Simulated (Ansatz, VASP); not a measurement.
## Two plane-wave programs on Cu

```xyz
1
Lattice="-1.4275 1.4275 1.3412 1.4275 -1.4275 1.3412 1.4275 1.4275 -1.3412" Properties=species:S:1:pos:R:3 pbc="T T T"
Cu    0.0000    0.0000    0.0000
```

Alike in both runs: functional LDA; k mesh 20 × 20 × 20; occupations gaussian, width 0.1 eV; no spin polarisation.

Ansatz relaxed the structure, and its values are those at the end. VASP's run is a single point on that final structure, the one shown.

|  | VASP | Ansatz |
| --- | --- | --- |
| version | VASP 6.6.1 | Ansatz 0.2.0 |
| potentials or method | VASP PAW LDA potentials, release 64 (Cu), cutoff 520 eV | scalar-relativistic, plane waves, PAW |
| valence electrons in the cell | 11 | 19 |

|  | VASP | Ansatz | Ansatz less VASP |
| --- | --- | --- | --- |
| gap on the k mesh at the Fermi level (eV) | none | none | - |
| pressure (GPa) | 1.4 | 0.0 | -1.44 |

LDA's correlation is that of Perdew and Zunger in VASP and of Perdew and Wang (1992) in Ansatz. A gap of «none» marks a metal or a gap that the smearing closes. VASP's potentials hold 11 valence electrons a cell and Ansatz's 19, so a difference there can come from the potentials and not from the codes.
